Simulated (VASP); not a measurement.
A run of VASP 6.6.1 is set up as follows.

File INCAR:

```
  ALGO = Normal
  EDIFF = 1E-7
  ENCUT = 520
  GGA = PE
  ISIF = 2
  ISMEAR = 0
  LASPH = T
  LCHARG = F
  LREAL = F
  LWAVE = F
  NBANDS = 16
  NELM = 60
  PREC = Accurate
  SIGMA = 0.15
```

File KPOINTS:

```
k-points
0
Gamma
  16 16 16
```

Contents of POSCAR:

```
CoSi2
1.0
    0.0000000000      2.5593418002      2.6799390578
    2.6799390578      0.0000000000      2.6799390578
    2.6799390578      2.5593418002      0.0000000000
Co Si
1 2
Direct
    0.0000000000      0.0000000000      0.0000000000
    0.2500000000      0.2500000000      0.2500000000
    0.7500000000      0.7500000000      0.7500000000
```

Potentials or basis: VASP PAW PBE potentials, release 64 (Co, Si).

The run is started by

```bash
$ cat potpaw_PBE.64/Co/POTCAR potpaw_PBE.64/Si/POTCAR > POTCAR
$ mpirun -np 1 vasp_std > vasp.out
```

Q: What does it give for the pressure?

A: 9.1 GPa.

Q: Predict the band gap on the k mesh.

A: Zero (an odd number of electrons rules out a gap without spin polarisation).

Stress tensor (GPa, compression positive):
```
 7.37  0.00  0.00
 0.00 12.69  0.00
 0.00  0.00  7.37
```

Caveat: the cell differs from its parent crystal (strain -0.0450 x Voigt [0, 1, 0, 0, 0, 0]); the stress differs along the axes, from 7 to 13 GPa; an odd number of electrons without spin polarisation forces a metal; a magnetic or distorted state may lie lower. Spin polarisation is off, so any magnetic state and its effect on volume and gap are missing.
